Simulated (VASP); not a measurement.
A run of VASP 6.6.1:

The input INCAR:

```
  PREC = Accurate
  ENCUT = 520
  EDIFF = 1E-6
  ISMEAR = 0
  SIGMA = 0.05
  LREAL = False
  LASPH = True
  NELM = 100
  ALGO = Normal
  ISIF = 2
  LWAVE = False
  LCHARG = True
  GGA = PE
  LELF = True
  LVHAR = True
  NBANDS = 26
```

File KPOINTS:

```
Automatic mesh
0
Gamma
  8 8 5
```

The input POSCAR:

```
CdS
1.0
    4.1360000000      0.0000000000      0.0000000000
   -2.0680000000      3.5818810700      0.0000000000
    0.0000000000      0.0000000000      6.7130000000
Cd S
2 2
Direct
    0.3333333333      0.6666666667     -0.0000340796
    0.6666666667      0.3333333333      0.4999659204
    0.3333333333      0.6666666667      0.3770340796
    0.6666666667      0.3333333333      0.8770340796
```

Potentials or basis: VASP PAW PBE potentials, release 64 (Cd, S).

Launch:

```sh
$ cat potpaw_PBE.64/Cd/POTCAR potpaw_PBE.64/S/POTCAR > POTCAR
$ mpirun -np 1 vasp_std > vasp.out
```

Hardware: 1 thread of Intel(R) Xeon(R) Platinum 8375C CPU @ 2.90GHz (Ice Lake), with other jobs on the host.

**Question.** Estimate the wall time of this run.

**Answer.** It took 46 s on 1 thread of Intel(R) Xeon(R) Platinum 8375C CPU @ 2.90GHz (Ice Lake) (shared host), peak memory 0.24 GiB. Counts: scf iterations 14, k points 30.
